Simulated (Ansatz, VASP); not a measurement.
# AgI in VASP and in Ansatz

```
Ag I
1.0
     0.00000    3.28857    3.28857
     3.28857    0.00000    3.28857
     3.28857    3.28857    0.00000
Ag I
1 1
Direct
  0.00000 0.00000 0.00000
  0.25000 0.25000 0.25000
```

Alike in both runs: task single point; functional r2SCAN; k mesh 4 × 4 × 4; occupations methfessel-paxton of order 1, width 0.2 eV; no spin polarisation.

```csv
,VASP,Ansatz
version,VASP 6.6.1,Ansatz 0.2.0
potentials or method,"VASP PAW PBE potentials, release 64 (Ag, I)",plane waves
plane-wave cutoff (eV),550,500
valence electrons in the cell,18,36
```

|  | VASP | Ansatz | Ansatz less VASP |
| --- | --- | --- | --- |
| pressure (GPa) | 0.0 | 0.1 | +0.11 |

VASP's potentials were made for PBE, not for r2SCAN. VASP's potentials hold 18 valence electrons a cell and Ansatz's 36, so a difference there can come from the potentials and not from the codes.

Neither program's run includes spin-orbit coupling.
